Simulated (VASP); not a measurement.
Set up this calculation in VASP 6.6.1, as the native input.

* Task: single point
* Functional: PBEsol
* Potentials or basis: VASP PAW PBE potentials, release 64 (Si, C)
* Cutoff: 520 eV
* k mesh: 18 × 18 × 18
* Occupations: gaussian, width 0.05 eV
* Spin: no spin polarisation
* Dipole correction: no
* Further INCAR settings: ALGO = Normal; EDIFF = 1e-06; NBANDS = 11

The structure of SiC (Moissanite 3C) lies in POSCAR:

```
SiC
1.0
    0.0000000000      1.9524633798      1.9524633798
    1.9524633798      0.0000000000      1.9524633798
    1.9524633798      1.9524633798      0.0000000000
Si C
1 1
Direct
    0.0000000000      0.0000000000      0.0000000000
    0.2500000000      0.2500000000      0.2500000000
```

This cell differs from its parent crystal: volume scaled by 0.720.

One way to write it, as run:

INCAR

```
SYSTEM = SiC
PREC = Accurate ; ENCUT = 520
EDIFF = 1E-6 ; ISMEAR = 0
SIGMA = 0.05 ; LREAL = .FALSE.
LASPH = .TRUE. ; NELM = 80
ALGO = Normal ; ISIF = 2
LWAVE = .FALSE. ; LCHARG = .FALSE.
GGA = PS ; NBANDS = 11
```

KPOINTS

```
Automatic mesh
0
G
  18 18 18
  0 0 0
```

Potentials or basis: VASP PAW PBE potentials, release 64 (Si, C).

The run is started by

```console
$ cat potpaw_PBE.64/Si/POTCAR potpaw_PBE.64/C/POTCAR > POTCAR
$ mpirun -np 1 vasp_std > vasp.out
```

Results of the run:

```yaml
Pressure: 135.8 GPa
Band_gap_on_the_k_mesh: 0.86 eV, indirect (least direct gap 4.69 eV)
```

Caveat: the PAW data sets were made with another functional, which shifts forces and pressure a little.

Run time: 17 s on 1 thread of Intel(R) Xeon(R) Platinum 8488C (Sapphire Rapids), on a shared host, peak memory 0.15 GiB.
